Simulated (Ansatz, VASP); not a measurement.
Ga2As in VASP and in Ansatz

```
Ga As
1.0
     3.84784    0.00000    0.00000
     0.00000    3.84784    0.00000
     0.00000    0.00000    8.04628
Ga As
4 2
Direct
  0.00000 0.00000 0.00000
  0.50000 0.50000 0.00000
  0.00000 0.50000 0.35980
  0.50000 0.00000 0.64020
  0.00000 0.50000 0.68956
  0.50000 0.00000 0.31044
```

Alike in both runs: task single point; functional PBE; k mesh 6 × 6 × 4; occupations gaussian, width 0.1 eV; no spin polarisation.

|  | VASP | Ansatz |
| --- | --- | --- |
| version | VASP 6.6.1 | Ansatz 0.2.0 |
| potentials or method | VASP PAW PBE potentials, release 64 (Ga_d, As), cutoff 520 eV | scalar-relativistic, plane waves, PAW |
| valence electrons in the cell | 62 | 82 |

|  | VASP | Ansatz | Ansatz less VASP |
| --- | --- | --- | --- |
| gap on the k mesh at the Fermi level (eV) | none | none | - |
| pressure (GPa) | 0.3 | 0.1 | -0.14 |
| traceless stress, the component that is largest in VASP (GPa) | 0.77 | 0.80 | +0.031 |
| rms of the force components (eV/Å) | 0.027 | 0.026 | -0.0010 |

Atom by atom the forces differ by 0.005 eV/Å (rms over components). A gap of «none» marks a metal or a gap that the smearing closes. VASP's potentials hold 62 valence electrons a cell and Ansatz's 82, so a difference there can come from the potentials and not from the codes.
